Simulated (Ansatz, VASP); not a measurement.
# LiH in VASP and in Ansatz

INCAR

```
PREC = Accurate ; ENCUT = 520
EDIFF = 1E-7 ; ISMEAR = 0
SIGMA = 0.05 ; LREAL = False
LASPH = True ; NELM = 100
ALGO = Normal ; ISIF = 2
LWAVE = False ; LCHARG = False
GGA = PE ; NBANDS = 9
```

File KPOINTS:

```
regular mesh
0
Gamma
  10 10 10
```

Contents of POSCAR:

```
LiH
1.0
    0.0000000000      1.9512000000      1.9512000000
    1.9512000000      0.0000000000      1.9512000000
    1.9512000000      1.9512000000      0.0000000000
Li H
1 1
Direct
    0.0000000000      0.0000000000      0.0000000000
    0.5000000000      0.5000000000      0.5000000000
```

Input for Ansatz:

```yaml
crystal:
  lattice:
    - [0.0, 1.9512, 1.9512]
    - [1.9512, 0.0, 1.9512]
    - [1.9512, 1.9512, 0.0]
  atoms:
    - { symbol: Li, position: [0.0, 0.0, 0.0] }
    - { symbol: H, position: [0.5, 0.5, 0.5] }
basis:
  ecutwfc: 420
kpoints:
  mp_grid: { grid: [10, 10, 10] }
hamiltonian:
  xc: pbe
scf:
  occupations: { method: gaussian, width: 0.05 }
output:
  forces: true
  stress: true
  eigenvalues: true
```

Change from the starting cell: strain -0.040 along x and y, -0.040 along z, atoms carried along.

Alike in both runs: task single point; functional PBE; k mesh 10 × 10 × 10; occupations gaussian, width 0.05 eV; no spin polarisation.

|  | VASP | Ansatz |
| --- | --- | --- |
| version | VASP 6.6.1 | Ansatz 0.2.0 |
| potentials or method | VASP PAW PBE potentials, release 64 (Li_sv, H), cutoff 520 eV | scalar-relativistic, plane waves, PAW |
| valence electrons in the cell | 4 | 4 |

|  | VASP | Ansatz | Ansatz less VASP |
| --- | --- | --- | --- |
| gap on the k mesh at the Fermi level (eV) | 2.91 | 2.92 | +0.006 |
| least direct gap on the mesh (eV) | 2.91 | 2.92 | +0.006 |

Noted on VASP's run: the cutoff is short for stress, so the pressure is rough.
